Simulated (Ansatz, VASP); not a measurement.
# One calculation of Ta, two programs

```
CELL_PARAMETERS angstrom
4.88984 0.00000 0.00000
-2.44492 4.23473 0.00000
0.00000 0.00000 2.74334
ATOMIC_POSITIONS crystal
Ta 0.00000 0.00000 0.00000
Ta 0.33333 0.66667 0.50000
Ta 0.66667 0.33333 0.50000
```

Alike in both runs: task single point; functional LDA; k mesh 9 × 9 × 13; occupations fermi-dirac, width 0.1 eV; no spin polarisation.

|  | VASP | Ansatz |
| --- | --- | --- |
| version | VASP 6.6.1 | Ansatz 0.2.0 |
| potentials or method | VASP PAW LDA potentials, release 64 (Ta_pv), cutoff 520 eV | plane waves (420 eV) with PAW, scalar-relativistic |
| valence electrons in the cell | 33 | 39 |

```tsv
	VASP	Ansatz	Ansatz less VASP
pressure (GPa)	-13.2	-13.7	-0.57
traceless stress, the component that is largest in VASP (GPa)	-1.15	-1.17	-0.018
```

Ansatz warns that its potentials were made for another functional, while VASP's fit it. LDA's correlation is that of Perdew and Zunger in VASP and of Perdew and Wang (1992) in Ansatz. VASP's potentials hold 33 valence electrons a cell and Ansatz's 39, so a difference there can come from the potentials and not from the codes.

Spin-orbit coupling is off throughout.
